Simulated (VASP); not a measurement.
Be3Pd2S:

```xyz
6
Lattice="2.4259 1.4006 3.8391 -2.4259 1.4006 3.8391 0.0000 -2.8012 3.8391" Properties=species:S:1:pos:R:3 pbc="T T T"
Be   -1.2130    0.7003    1.9196
Be    1.2130    0.7003    1.9196
Be    0.0000   -1.4006    1.9196
Pd    0.0000    0.0000    7.1842
Pd    0.0000    0.0000    4.3332
S     0.0000    0.0000    0.0000
```

```yaml
Program: VASP 6.6.1
Task: relaxation of cell and atoms
Functional: PBE
Potentials_or_basis: VASP PAW PBE potentials, release 64 (Be, Pd, S)
Cutoff: 600 eV
k_mesh: 6 × 6 × 6
Occupations: gaussian, width 0.1 eV
Spin: no spin polarisation
```

At the start: pressure -13.0 GPa; volume 13.04 Å³/atom.

Question: Where does the relaxation end?

Answer: Over 12 steps the energy falls by 73.8 meV/atom and the volume is 11.52 Å³/atom (-11.7 %); space group R-3m (No. 166, to 0.05 Å).

The path:
| step | energy change (eV) | largest force (eV/Å) | pressure (GPa) | volume (Å³) |
| --- | --- | --- | --- | --- |
| 1 | 0.0000 | 0.1791 | -13.00 | 78.27 |
| 2 | -0.3966 | 0.2039 | 4.74 | 66.88 |
| 3 | -0.4269 | 0.0996 | 0.02 | 69.01 |
| 4 | -0.4267 | 0.1076 | 0.41 | 68.83 |
| 5 | -0.4290 | 0.0888 | -0.19 | 69.12 |
| 6 | -0.4303 | 0.0602 | -1.11 | 69.58 |
| 7 | -0.4314 | 0.0588 | -1.05 | 69.57 |
| 8 | -0.4342 | 0.0546 | -0.98 | 69.54 |
| 9 | -0.4387 | 0.0483 | -0.79 | 69.47 |
| 10 | -0.4421 | 0.0405 | -0.34 | 69.32 |
| 11 | -0.4421 | 0.0419 | -0.40 | 69.34 |
| 12 | -0.4426 | 0.0201 | 0.00 | 69.13 |

Final structure:
```xyz
6
Lattice="2.3732 1.3702 3.5434 -2.3732 1.3702 3.5434 0.0000 -2.7404 3.5434" Properties=species:S:1:pos:R:3 pbc="T T T"
Be   -1.1866    0.6851    1.7717
Be    1.1866    0.6851    1.7717
Be    0.0000   -1.3702    1.7717
Pd    0.0000    0.0000    6.6854
Pd    0.0000    0.0000    3.9449
S     0.0000    0.0000    0.0000
```
